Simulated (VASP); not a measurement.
# CdSe (P6_3mc) in VASP: a series of runs, part 2 of 2

VASP 6.6.1. The steps go on from the part before.

### Step 3. Single point, r2SCAN

This run uses another cell than the first one, of 28.87 Å³/atom, 1.031 times its volume.

POSCAR reads:

```
CdSe
1.0
    4.3407236658      0.0000000000      0.0000000000
   -2.1703618329      3.7591769654      0.0000000000
    0.0000000000      0.0000000000      7.0766459798
Cd Se
2 2
Direct
    0.3333333333      0.6666666667     -0.0004760038
    0.6666666667      0.3333333333      0.4995239962
    0.3333333333      0.6666666667      0.3754760038
    0.6666666667      0.3333333333      0.8754760038
```

INCAR.step1 reads:

```
ALGO = Normal
EDIFF = 1E-4
ENCUT = 520
GGA = PE
ISMEAR = 0
LASPH = True
LCHARG = False
LREAL = False
LWAVE = True
NBANDS = 26
NELM = 80
PREC = Accurate
SIGMA = 0.01
```

INCAR.step2 reads:

```
ALGO = Normal
EDIFF = 1E-6
ENCUT = 520
ISIF = 2
ISMEAR = 0
ISTART = 1
LASPH = True
LCHARG = False
LMIXTAU = True
LREAL = False
LWAVE = False
METAGGA = R2SCAN
NBANDS = 26
NELM = 80
PREC = Accurate
SIGMA = 0.01
```

KPOINTS reads:

```
k-points
0
Gamma
  6 6 4
```

Potentials or basis: VASP PAW PBE potentials, release 64 (Cd, Se).

The run is started by

```sh
$ cat potpaw_PBE.64/Cd/POTCAR potpaw_PBE.64/Se/POTCAR > POTCAR
$ cp INCAR.step1 INCAR
$ mpirun -np 1 vasp_std > vasp.out
$ cp INCAR.step2 INCAR
$ mpirun -np 1 vasp_std > vasp.out
```

OUTCAR:

```text
EDIFF = 1E-6
   ENCUT = 520
   ISIF = 2
   ISMEAR = 0
   ISTART = 1
   LASPH = True
   LREAL = False
   METAGGA = R2SCAN
   NELM = 80
   PREC = Accurate

 ion  position               nearest neighbor table
   1  0.333  0.667  1.000-   4 2.66   4 2.66   4 2.66   3 2.66
   2  0.667  0.333  0.500-   3 2.66   3 2.66   3 2.66   4 2.66
   3  0.333  0.667  0.375-   2 2.66   2 2.66   2 2.66   1 2.66
   4  0.667  0.333  0.875-   1 2.66   1 2.66   1 2.66   2 2.66

  LATTYP: Found a hexagonal cell.
 ALAT       =     4.3407236658
 C/A-ratio  =     1.6302917496

  Lattice vectors:

 A1 = (   4.3407236658,   0.0000000000,   0.0000000000)
 A2 = (  -2.1703618329,   3.7591769654,   0.0000000000)
 A3 = (   0.0000000000,   0.0000000000,   7.0766459798)

Analysis of symmetry for initial positions (statically):
=====================================================================
 Subroutine PRICEL returns:
 Original cell was already a primitive cell.

 Routine SETGRP: Setting up the symmetry group for a
 hexagonal supercell.

[... 164 lines left out ...]
  free energy    TOTEN  =       -71.82981974 eV

  energy without entropy =      -71.82981974  energy(sigma->0) =      -71.82981974

 E-fermi :   0.4870     XC(G=0):  -9.2961

 val. band max:        0.4435437997   @ k =   0.0000   0.0000   0.0000
 cond. band min:       1.5373014640   @ k =   0.0000   0.0000   0.0000
 fundamental gap:      1.0937576643
 Fermi energy:         0.4870103111

 k-point     1 :       0.0000    0.0000    0.0000
  band No.  band energies     occupation
      1     -12.4337      2.00000
      2     -12.0713      2.00000
      3      -7.6325      2.00000
      4      -7.6266      2.00000
      5      -7.6265      2.00000
      6      -7.5580      2.00000
[... 598 lines left out ...]
     25       9.8369      0.00000
     26       9.8379      0.00000

------------------------ aborting loop because EDIFF is reached ----------------------------------------

  FORCE on cell =-STRESS in cart. coord.  units (eV):
  Direction    XX          YY          ZZ          XY          YZ          ZX
  --------------------------------------------------------------------------------------
  -------------------------------------------------------------------------------------
  Total        0.1737922      0.1737922      0.1793772      0.0000000      0.0000000      0.0000000
  in kB        2.4113405      2.4113405      2.4888318      0.0000000      0.0000000      0.0000000
  external PRESSURE =       2.4371710 kB  Pullay stress =       0.0000000 kB

 VOLUME and BASIS-vectors are now :
 -----------------------------------------------------------------------------
  energy-cutoff  :      520.00
  volume of cell :      115.47
      direct lattice vectors                 reciprocal lattice vectors
     4.340723666  0.000000000  0.000000000     0.230376333  0.133007838  0.000000000
    -2.170361833  3.759176965  0.000000000     0.000000000  0.266015676  0.000000000
     0.000000000  0.000000000  7.076645980     0.000000000  0.000000000  0.141309881

 POSITION                                       TOTAL-FORCE (eV/Angst)
 -----------------------------------------------------------------------------------
     -0.00000      2.50612      7.07328         0.000000     -0.000000      0.000578
      2.17036      1.25306      3.53495        -0.000000     -0.000000      0.000578
     -0.00000      2.50612      2.65711         0.000000     -0.000000     -0.000578
      2.17036      1.25306      6.19543        -0.000000      0.000000     -0.000578
 -----------------------------------------------------------------------------------
    total drift:                               -0.000000      0.000000     -0.003058

  FREE ENERGIE OF THE ION-ELECTRON SYSTEM (eV)
  ---------------------------------------------------
  free  energy   TOTEN  =       -71.8298197419 eV

  energy  without entropy=      -71.8298197419  energy(sigma->0) =      -71.82981974
```

OSZICAR.step1:

```text
N       E                     dE             d eps       ncg     rms          rms(c)
DAV:   1     0.242217374854E+03    0.24222E+03   -0.17096E+04  1092   0.124E+03
DAV:   2     0.110009535024E+01   -0.24112E+03   -0.23339E+03  1212   0.308E+02
DAV:   3    -0.116282907919E+02   -0.12728E+02   -0.12666E+02  1326   0.708E+01
DAV:   4    -0.117281220154E+02   -0.99831E-01   -0.99761E-01  1206   0.602E+00
DAV:   5    -0.117287489228E+02   -0.62691E-03   -0.62689E-03  1234   0.452E-01    0.834E+00
DAV:   6    -0.110023903140E+02    0.72636E+00   -0.12474E+00  1304   0.107E+01    0.663E+00
DAV:   7    -0.109694608687E+02    0.32929E-01   -0.50530E-01  1150   0.359E+00    0.259E+00
DAV:   8    -0.109687223742E+02    0.73849E-03   -0.48987E-02  1146   0.220E+00    0.375E-01
DAV:   9    -0.109688265579E+02   -0.10418E-03   -0.67206E-03  1188   0.926E-01    0.975E-02
DAV:  10    -0.109689894191E+02   -0.16286E-03   -0.77827E-04  1158   0.298E-01    0.706E-02
DAV:  11    -0.109690839970E+02   -0.94578E-04   -0.21999E-04   956   0.841E-02
   1 F= -.10969084E+02 E0= -.10969084E+02  d E =-.118701E-57
```

Run time: 2.2 min. Hardware: 1 thread of Intel Xeon Platinum 8559C (Emerald Rapids), shared host; peak memory 0.26 GiB.

What came out:

```yaml
Free_energy: -71.8298 eV
Pressure: 0.2 GPa
Band_gap_on_the_k_mesh: 1.09 eV, direct
```

Caveat: the PAW data sets were made with another functional, which shifts forces and pressure a little. r2SCAN opens gaps a little over a GGA but as a rule still falls short of measured ones.
